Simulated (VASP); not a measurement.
# Te (C2/m) in VASP: a series of runs

Te is run at these levels: PBE; tasks: single point.

Program: VASP 6.6.1. These are calculated values, not measurements. Logs are shortened: lines on timing, memory, paths and dates and some standing lists are left out, and cuts for length are marked.

### 1 The cell of the first run

It takes space group C2/m (No. 12, monoclinic). The conventional cell has a = 8.468 Å, b = 4.742 Å, c = 3.841 Å, α = 90.00°, β = 91.95°, γ = 90.00°. Te (site symmetry m) has 14 Te at 2.98 to 3.95 Å within 4.0 Å. Within 3.9 Å of Te (site symmetry 2/m) lie 14 Te at 2.98 to 3.84 Å.

### 2 Single point, PBE (zz strain of -3 %)

INCAR

```
SYSTEM = Te
PREC     = Accurate       ! precision mode
ENCUT    = 520            ! plane-wave cutoff, eV
EDIFF    = 1E-6           ! SCF threshold, eV
ISMEAR   = -1             ! smearing method
SIGMA    = 0.05           ! smearing width, eV
LREAL    = .FALSE.        ! projectors in reciprocal space
LASPH    = .TRUE.         ! aspherical terms in the spheres
NELM     = 80             ! most SCF steps
ALGO     = Normal         ! electronic algorithm
ISIF     = 2              ! what is computed and relaxed
LWAVE    = .FALSE.        ! write WAVECAR
LCHARG   = .FALSE.        ! write CHGCAR
GGA      = PE             ! functional
NBANDS   = 16             ! bands
```

KPOINTS

```
regular mesh
0
G
  8 8 8
  0 0 0
```

POSCAR

```
Te
1.0
    4.2341000000     -2.3712000000      0.0000000000
    4.2341000000      2.3712000000      0.0000000000
   -0.1304500000      0.0000000000      3.8386295000
Te
3
Direct
    0.6760000000      0.6760000000      0.6750000000
    0.3240000000      0.3240000000      0.3250000000
    0.0000000000      0.0000000000      0.0000000000
```

Potentials or basis: VASP PAW PBE potentials, release 64 (Te).

Started as:

```bash
$ cat potpaw_PBE.64/Te/POTCAR > POTCAR
$ mpirun -np 1 vasp_std > vasp.out
```

OUTCAR:

```text
SYSTEM = Te
   PREC = Accurate
   ENCUT = 520
   EDIFF = 1E-6
   ISMEAR = -1
   LREAL = .FALSE.
   LASPH = .TRUE.
   NELM = 80
   ISIF = 2
   GGA = PE

 ion  position               nearest neighbor table
   1  0.676  0.676  0.675-   3 2.98   2 3.02   2 3.02   3 3.09   3 3.09   2 3.23   2 3.64   2 3.64

   2  0.324  0.324  0.325-   3 2.98   1 3.02   1 3.02   3 3.09   3 3.09   1 3.23   1 3.64   1 3.64

   3  0.000  0.000  0.000-   1 2.98   2 2.98   1 3.09   1 3.09   2 3.09   2 3.09

  LATTYP: Found a base centered monoclinic cell.
 ALAT       =     8.4682000000
 B/A-ratio  =     0.5600245625
 C/A-ratio  =     0.4535610204
 COS(beta)  =    -0.0339638765

  Lattice vectors:

 A1 = (   4.2341000000,  -2.3712000000,   0.0000000000)
 A2 = (   4.2341000000,   2.3712000000,   0.0000000000)
 A3 = (  -0.1304500000,   0.0000000000,   3.8386295000)

Analysis of symmetry for initial positions (statically):
=====================================================================
 Subroutine PRICEL returns:
 Original cell was already a primitive cell.

 Routine SETGRP: Setting up the symmetry group for a
 base centered monoclinic supercell.

 Subroutine GETGRP returns: Found  4 space group operations
 (whereof  4 operations were pure point group operations)
 out of a pool of  4 trial point group operations.

The static configuration has the point symmetry C_2h.

Analysis of symmetry for dynamics (positions and initial velocities):
=====================================================================
 Subroutine PRICEL returns:
 Original cell was already a primitive cell.

 Routine SETGRP: Setting up the symmetry group for a
 base centered monoclinic supercell.

 Subroutine GETGRP returns: Found  4 space group operations
 (whereof  4 operations were pure point group operations)
 out of a pool of  4 trial point group operations.

The dynamic configuration has the point symmetry C_2h.

 Subroutine INISYM returns: Found  4 space group operations
 (whereof  4 operations are pure point group operations),
 and found     1 'primitive' translations

----------------------------------------------------------------------------------------

                                     Primitive cell

  volume of cell :      77.0789

  direct lattice vectors                    reciprocal lattice vectors
     4.234100000 -2.371200000  0.000000000     0.118088850 -0.210863698  0.004013070
     4.234100000  2.371200000  0.000000000     0.118088850  0.210863698  0.004013070
    -0.130450000  0.000000000  3.838629500     0.000000000  0.000000000  0.260509643

  length of vectors
     4.852854031  4.852854031  3.840845433     0.241711771  0.241711771  0.260509643

  position of ions in fractional coordinates (direct lattice)
     0.676000000  0.676000000  0.675000000
     0.324000000  0.324000000  0.325000000
     0.000000000  0.000000000  0.000000000

  ion indices of the primitive-cell ions
   primitive index   ion index
                 1           1
                 2           2
                 3           3

----------------------------------------------------------------------------------------

 KPOINTS: regular mesh

Automatic generation of k-mesh.
 Grid dimensions read from file:
 generate k-points for:    8    8    8

 Generating k-lattice:

  Cartesian coordinates                     Fractional coordinates (reciprocal lattice)
     0.014761106 -0.026357962  0.000501634     0.125000000  0.000000000 -0.000000000
     0.014761106  0.026357962  0.000501634     0.000000000  0.125000000 -0.000000000
     0.000000000  0.000000000  0.032563705     0.000000000  0.000000000  0.125000000

  Length of vectors
     0.030213971  0.030213971  0.032563705

  Shift w.r.t. Gamma in fractional coordinates (k-lattice)
     0.000000000  0.000000000  0.000000000

 Subroutine IBZKPT returns following result:
 ===========================================

 Found    150 irreducible k-points:

 Following reciprocal coordinates:
            Coordinates               Weight
  0.000000  0.000000  0.000000      1.000000
  0.125000 -0.000000 -0.000000      4.000000
  0.250000 -0.000000 -0.000000      4.000000
  0.375000 -0.000000 -0.000000      4.000000
  0.500000 -0.000000 -0.000000      2.000000
  0.125000  0.125000 -0.000000      2.000000
[... 16 lines left out ...]
  0.125000 -0.000000  0.125000      4.000000
  0.250000 -0.000000  0.125000      4.000000
 [... further k-points ...]
   k-points           NKPTS =    150   k-points in BZ     NKDIM =    150   number of bands    NBANDS=     16
   number of dos      NEDOS =    301   number of ions     NIONS =      3
   total plane-waves  NPLWV =  38880
   dimension x,y,z NGX =    36 NGY =   36 NGZ =   30
   dimension x,y,z NGXF=    72 NGYF=   72 NGZF=   60
   ions per type =               3
   NGX,Y,Z   is equivalent  to a cutoff of  12.33, 12.33, 12.99 a.u.
   NGXF,Y,Z  is equivalent  to a cutoff of  24.67, 24.67, 25.97 a.u.
 SYSTEM =  Te
   PREC   = accura    normal or accurate (medium, high low for compatibility)
   ISTART =      0    job   : 0-new  1-cont  2-samecut
   ICHARG =      2    charge: 1-file 2-atom 10-const
   ISPIN  =      1    spin polarized calculation?
   LNONCOLLINEAR =      F non collinear calculations
   LSORBIT =      F    spin-orbit coupling
   LASPH  =      T    aspherical Exc in radial PAW
   ENCUT  =  520.0 eV  38.22 Ry    6.18 a.u.   9.02  9.02  7.14*2*pi/ulx,y,z
   NELM   =     80;   NELMIN=  2; NELMDL= -5     # of ELM steps
   EDIFF  = 0.1E-05   stopping-criterion for ELM
   LREAL  =      F    real-space projection
   EDIFFG = 0.1E-04   stopping-criterion for IOM
   NSW    =      0    number of steps for IOM
   IBRION =     -1    ionic relax: 0-MD 1-quasi-New 2-CG
   NFREE  =      0    steps in history (QN), initial steepest desc. (CG)
   ISIF   =      2    stress and relaxation
   ISYM   =      2    0-nonsym 1-usesym 2-fastsym
   POTIM  = 0.5000    time-step for ionic-motion
   TEBEG  =    0.0;   TEEND  =   0.0 temperature during run
   PSTRESS=    0.0 pullay stress
   NELECT =      18.0000    total number of electrons
   NUPDOWN=      -1.0000    fix difference up-down
   EMIN   =  10.00;   EMAX   =-10.00  energy-range for DOS
   EFERMI =   0.00;   METHOD = LEGACY
   ISMEAR =    -1;   SIGMA  =   0.05  broadening in eV -4-tet -1-fermi 0-gaus
   EFERMI_NEDOS =   21; number of points for ismear=-14 and -15
   IALGO  =     38    algorithm
   IMIX   =      4    mixing-type and parameters
     AMIX     =   0.40;   BMIX     =  1.00
     AMIX_MAG =   1.60;   BMIX_MAG =  1.00
  volume/ion in A,a.u.               =      25.69       173.38
  Fermi-wavevector in a.u.,A,eV,Ry     =   1.008139  1.905107 13.828208  1.016345
  Thomas-Fermi vector in A             =   2.140988
   LORBIT       =      0    0 simple, 1 ext, 2 COOP (PROOUT), +10 PAW based schemes
   GGA     = PE    functional components
   LHFCALC =     F    Hartree Fock is set to
   AEXX    =    0.0000 exact exchange contribution
   IVDW    =     0    specifies the selected vdW correction
   LEPSILON=     F    determine dielectric tensor
   LRPA    =     F    only Hartree local field effects (RPA)
 non-spin polarized calculation
  energy-cutoff  :      520.00
  volume of cell :       77.08
 maximum number of plane-waves:      2092
   NGX = 19   NGY = 19   NGZ = 15

 number of electron      18.0000000 magnetization

 Free energy of the ion-electron system (eV)
  ---------------------------------------------------
  ext. energy  EPLUGINS =         0.00000000
  ---------------------------------------------------
  free energy    TOTEN  =        -8.58174382 eV

  energy without entropy =       -8.56908533  energy(sigma->0) =       -8.57541458

 E-fermi :   9.4350     XC(G=0): -10.4803

 val. band max:        9.4226543213   @ k =  -0.3750  -0.3750   0.1250
 cond. band min:       9.4415476925   @ k =   0.5000  -0.0000   0.2500
 fundamental gap:      0.0188933713
 Fermi energy:         9.4350371183

 k-point     1 :       0.0000    0.0000    0.0000
  band No.  band energies     occupation
      1      -5.5962      2.00000
      2      -0.1297      2.00000
      3      -0.0970      2.00000
      4       4.5167      2.00000
      5       4.7695      2.00000
      6       5.3192      2.00000
[... 8 lines left out ...]
     15      16.8933      0.00000
     16      16.9468      0.00000

 k-point     2 :       0.1250   -0.0000   -0.0000
  band No.  band energies     occupation
      1      -5.4660      2.00000
      2      -0.4276      2.00000
      3      -0.3003      2.00000
      4       3.9433      2.00000
      5       4.4697      2.00000
      6       5.7552      2.00000
[... 8 lines left out ...]
     15      16.4864      0.00000
     16      17.0833      0.00000

 k-point     3 :       0.2500   -0.0000   -0.0000
  band No.  band energies     occupation
      1      -5.0775      2.00000
      2      -1.3440      2.00000
      3      -0.6143      2.00000
      4       3.3716      2.00000
      5       4.7150      2.00000
      6       6.5419      2.00000
[... 8 lines left out ...]
     15      16.0312      0.00000
     16      17.7268      0.00000

 k-point     4 :       0.3750   -0.0000   -0.0000
  band No.  band energies     occupation
      1      -4.4410      2.00000
      2      -2.4776      2.00000
      3      -0.8448      2.00000
      4       2.9727      2.00000
      5       5.6411      2.00000
      6       6.8984      2.00000
[... 8 lines left out ...]
     15      15.9407      0.00000
     16      16.3097      0.00000

 k-point     5 :       0.5000   -0.0000   -0.0000
  band No.  band energies     occupation
      1      -3.7044      2.00000
      2      -3.4035      2.00000
      3      -0.9272      2.00000
      4       2.8363      2.00000
      5       6.8782      2.00000
      6       6.8836      2.00000
[... 8 lines left out ...]
     15      15.2609      0.00000
     16      16.3127      0.00000

 k-point     6 :       0.1250    0.1250   -0.0000
  band No.  band energies     occupation
      1      -5.4714      2.00000
      2      -0.4837      2.00000
      3      -0.2529      2.00000
      4       4.1296      2.00000
      5       4.3099      2.00000
      6       6.0401      2.00000
[... 8 lines left out ...]
     15      16.6160      0.00000
     16      17.4490      0.00000
[... 267 lines left out ...]
 k-point    21 :       0.5000    0.5000   -0.0000
  band No.  band energies     occupation
      1      -3.8690      2.00000
      2      -3.3570      2.00000
      3      -0.7836      2.00000
      4       2.9818      2.00000
      5       6.5395      2.00000
      6       6.8511      2.00000
[... 8 lines left out ...]
     15      15.5789      0.00000
     16      16.1204      0.00000

 k-point    22 :       0.0000    0.0000    0.1250
  band No.  band energies     occupation
      1      -5.4580      2.00000
      2      -0.7303      2.00000
      3       0.3892      2.00000
      4       4.5892      2.00000
      5       4.8756      2.00000
      6       5.4734      2.00000
[... 8 lines left out ...]
     15      15.5106      0.00000
     16      17.5957      0.00000

 k-point    23 :       0.1250   -0.0000    0.1250
  band No.  band energies     occupation
      1      -5.3234      2.00000
      2      -0.9116      2.00000
      3       0.1009      2.00000
      4       3.9426      2.00000
      5       4.3602      2.00000
      6       6.0418      2.00000
[... 8 lines left out ...]
     15      16.3452      0.00000
     16      17.0233      0.00000

 k-point    24 :       0.2500   -0.0000    0.1250
  band No.  band energies     occupation
      1      -4.9311      2.00000
      2      -1.5551      2.00000
      3      -0.3444      2.00000
      4       3.4404      2.00000
      5       3.9578      2.00000
      6       7.0819      2.00000
[... 8 lines left out ...]
     15      16.7337      0.00000
     16      17.5813      0.00000

 [... further k-points ...]
[... 5 lines left out ...]
  --------------------------------------------------------------------------------------
  -------------------------------------------------------------------------------------
  Total        5.3036642      5.3181901      5.9228237      0.0000000      0.0000000      0.5903853
  in kB      110.2430233    110.5449609    123.1129953      0.0000000      0.0000000     12.2718671
  external PRESSURE =     114.6336599 kB  Pullay stress =       0.0000000 kB

 VOLUME and BASIS-vectors are now :
 -----------------------------------------------------------------------------
  energy-cutoff  :      520.00
  volume of cell :       77.08
      direct lattice vectors                 reciprocal lattice vectors
     4.234100000 -2.371200000  0.000000000     0.118088850 -0.210863698  0.004013070
     4.234100000  2.371200000  0.000000000     0.118088850  0.210863698  0.004013070
    -0.130450000  0.000000000  3.838629500     0.000000000  0.000000000  0.260509643

 POSITION                                       TOTAL-FORCE (eV/Angst)
 -----------------------------------------------------------------------------------
      5.63645      0.00000      2.59107        -0.520231      0.000000     -0.204197
      2.70130      0.00000      1.24755         0.520231      0.000000      0.204197
      0.00000      0.00000      0.00000         0.000000      0.000000      0.000000
 -----------------------------------------------------------------------------------
    total drift:                               -0.000000      0.000000      0.000000

  FREE ENERGIE OF THE ION-ELECTRON SYSTEM (eV)
  ---------------------------------------------------
  free  energy   TOTEN  =        -8.5817438248 eV

  energy  without entropy=       -8.5690853270  energy(sigma->0) =       -8.57541458
```

It took 41 s on 1 thread of Intel Xeon 6975P-C (Granite Rapids), shared host; peak memory 0.29 GiB.

What came out:

```yaml
Free_energy: -8.5817 eV
Pressure: 11.5 GPa
Largest_force: 0.559 eV/Å
Band_gap_on_the_k_mesh: zero (bands 9 and 10 overlap by 3.53 eV)
```

Forces on the atoms (eV/Å):
```
Te  -0.520  0.000 -0.204
Te   0.520  0.000  0.204
Te   0.000  0.000  0.000
```

Levels at points of the mesh, in eV from the Fermi level:
```tsv
k point	band 6	band 7	band 8	band 9	band 10	band 11	band 12	band 13
(0.00, 0.00, 0.00)	-4.12	-4.10	-2.06	-1.76	1.77	3.24	3.59	5.88
(0.50, 0.00, 0.00)	-2.55	-2.40	0.18	0.30	0.55	0.93	3.06	3.63
(0.50, 0.50, 0.00)	-2.58	-2.15	0.45	0.59	0.74	0.82	2.63	3.26
(0.00, 0.00, 0.50)	-2.95	-2.87	-1.98	-1.91	-1.86	-1.70	-1.09	2.59
(0.50, 0.00, 0.50)	-4.46	-4.07	-3.81	1.67	1.80	1.93	3.23	6.63
(0.50, 0.50, 0.50)	-4.08	-4.06	-3.90	1.43	1.73	2.27	2.66	6.54
```

Caveat: the cell differs from its parent crystal (zz strain of -3 %); the cell stands under pressure; spin-orbit coupling is left out, which moves the levels of the heavy elements.

[end of part 1 of 2]
